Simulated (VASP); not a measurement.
Input of a VASP 6.6.1 run:

The input INCAR:

```
SYSTEM = HgTe
PREC = Accurate
ENCUT = 520
EDIFF = 1E-6
ISMEAR = -1
SIGMA = 0.15
LREAL = .FALSE.
LASPH = .TRUE.
NELM = 80
ALGO = Normal
ISIF = 2
LWAVE = .FALSE.
LCHARG = .FALSE.
GGA = PE
NBANDS = 16
```

KPOINTS

```
regular mesh
0
G
  12 12 12
  0 0 0
```

The input POSCAR:

```
HgTe
1.0
    0.0000000000      3.3264077974      3.3264077974
    3.3264077974      0.0000000000      3.3264077974
    3.3264077974      3.3264077974      0.0000000000
Hg Te
1 1
Direct
    0.0000000000      0.0000000000      0.0000000000
    0.2500000000      0.2500000000      0.2500000000
```

Potentials or basis: VASP PAW PBE potentials, release 64 (Hg, Te).

Command:

```bash
$ cat potpaw_PBE.64/Hg/POTCAR potpaw_PBE.64/Te/POTCAR > POTCAR
$ mpirun -np 1 vasp_std > vasp.out
```

(1) Estimate the pressure.

(2) Predict the band gap on the k mesh.

Results:

(1) 0.0 GPa.

(2) zero (filled and empty bands touch).

Caveat: spin-orbit coupling is left out, which moves the levels of the heavy elements.
